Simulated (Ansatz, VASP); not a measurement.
# AlN in VASP and in Ansatz

Contents of INCAR:

```
SYSTEM = AlN
PREC = Accurate
ENCUT = 520
EDIFF = 1E-8
ISMEAR = -1
SIGMA = 0.02
LREAL = .False.
LASPH = .True.
NELM = 100
ALGO = Normal
ISIF = 2
LWAVE = .False.
LCHARG = .False.
GGA = PE
LEFG = .True.
NBANDS = 16
```

File KPOINTS:

```
Automatic mesh
0
Gamma
  11 11 6
  0 0 0
```

The input POSCAR:

```
AlN
1.0
    3.1110021516      0.0155550108      0.0155550108
   -1.5420300413      2.6864293891      0.0056935291
    0.0248900000      0.0248900000      4.9780000000
Al N
2 2
Direct
    0.3333333333      0.6666666667      0.0000000000
    0.6666666667      0.3333333333      0.5000000000
    0.3333333333      0.6666666667      0.3850000000
    0.6666666667      0.3333333333      0.8850000000
```

Input for Ansatz:

```yaml
crystal:
  lattice:
    - [3.1110021516, 0.0155550108, 0.0155550108]
    - [-1.5420300413, 2.6864293891, 0.0056935291]
    - [0.02489, 0.02489, 4.978]
  atoms:
    - { symbol: Al, position: [0.3333333333, 0.6666666667, 0.0] }
    - { symbol: Al, position: [0.6666666667, 0.3333333333, 0.5] }
    - { symbol: "N", position: [0.3333333333, 0.6666666667, 0.385] }
    - { symbol: "N", position: [0.6666666667, 0.3333333333, 0.885] }
kpoints:
  mp_grid: { grid: [11, 11, 6] }
scf:
  occupations: { method: fermi_dirac, width: 0.02 }
hamiltonian:
  xc: pbe
  pseudopotentials: { kind: all_electron, datasets: crystal }
output:
  forces: true
  stress: true
  eigenvalues: true
  efg: { contact_densities: true }
```

Change from the starting cell: equal xy, yz and zx shear strains of +1 %, crystal datasets.

Alike in both runs: task electric field gradients; functional PBE; k mesh 11 × 11 × 6; occupations fermi-dirac, width 0.02 eV; no spin polarisation.

```csv
,VASP,Ansatz
version,VASP 6.6.1,Ansatz 0.2.0
potentials or method,"VASP PAW PBE potentials, release 64 (Al, N), cutoff 520 eV","all-electron PAW with datasets made for the crystal, scalar-relativistic"
```

Ansatz gave:

```
gap on the k mesh at the Fermi level (eV)                     : 4.15
pressure (GPa)                                                : 4.0
traceless stress, the component that is largest in VASP (GPa) : -1.80
rms of the force components (eV/Å)                            : 0.128
size of Vzz on the site where it differs most (V/Å²)          : 8.5
```

Q: Which values does VASP return?

A: gap on the k mesh at the Fermi level (eV): 4.16; pressure (GPa): 3.8; traceless stress, the component that is largest in VASP (GPa): -1.82; rms of the force components (eV/Å): 0.128; size of Vzz on the site where it differs most (V/Å²): 8.7.

Atom by atom the forces differ by 0.000 eV/Å (rms over components). Ansatz ran all-electron here, and VASP with PAW potentials.
